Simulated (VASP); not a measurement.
Here is a VASP 6.6.1 calculation.

The input INCAR:

```
PREC     = Accurate       # precision mode
ENCUT    = 520            # plane-wave cutoff, eV
EDIFF    = 1E-6           # SCF threshold, eV
ISMEAR   = 0              # smearing method
SIGMA    = 0.1            # smearing width, eV
LREAL    = F              # projectors in reciprocal space
LASPH    = T              # aspherical terms in the spheres
NELM     = 60             # most SCF steps
ALGO     = Normal         # electronic algorithm
ISIF     = 2              # what is computed and relaxed
LWAVE    = F              # write WAVECAR
LCHARG   = T              # write CHGCAR
LDIPOL   = T            
IDIPOL   = 3            
DIPOL    = 0.5 0.5 0.326
LELF     = T              # ELF
LVHAR    = T            
LVACPOTAV= T            
NBANDS   = 32             # bands
```

KPOINTS

```
Automatic mesh
0
Gamma
  6 6 1
```

File POSCAR:

```
Al12N
1.0
    5.6336864727      0.0000000000      0.0000000000
   -2.8168432363      4.8789156023      0.0000000000
    0.0000000000      0.0000000000     20.0321727095
Al N
12 1
Direct
    0.3333333333      0.1666666667      0.1996787896
    0.3333333333      0.6666666667      0.1996787896
    0.8333333333      0.1666666667      0.1996787896
    0.8333333333      0.6666666667      0.1996787896
    0.1666666667      0.3333333333      0.3128097176
    0.1666666667      0.8333333333      0.3128097176
    0.6666666667      0.3333333333      0.3128097176
    0.6666666667      0.8333333333      0.3128097176
    0.0000000000      0.0000000000      0.4259234799
    0.0000000000      0.5000000000      0.4259234799
    0.5000000000      0.0000000000      0.4259234799
    0.5000000000      0.5000000000      0.4259234799
    0.2500000000      0.1666666667      0.4811961262
```

Potentials or basis: VASP PAW LDA potentials, release 64 (Al, N).

Launch:

```console
$ cat potpaw_LDA.64/Al/POTCAR potpaw_LDA.64/N/POTCAR > POTCAR
$ mpirun -np 1 vasp_std > vasp.out
```

(1) Estimate the largest force.

(2) What does it give for the band gap on the k mesh?

## Answers

(1) 5.098 eV/Å.

(2) zero (an odd number of electrons rules out a gap without spin polarisation).
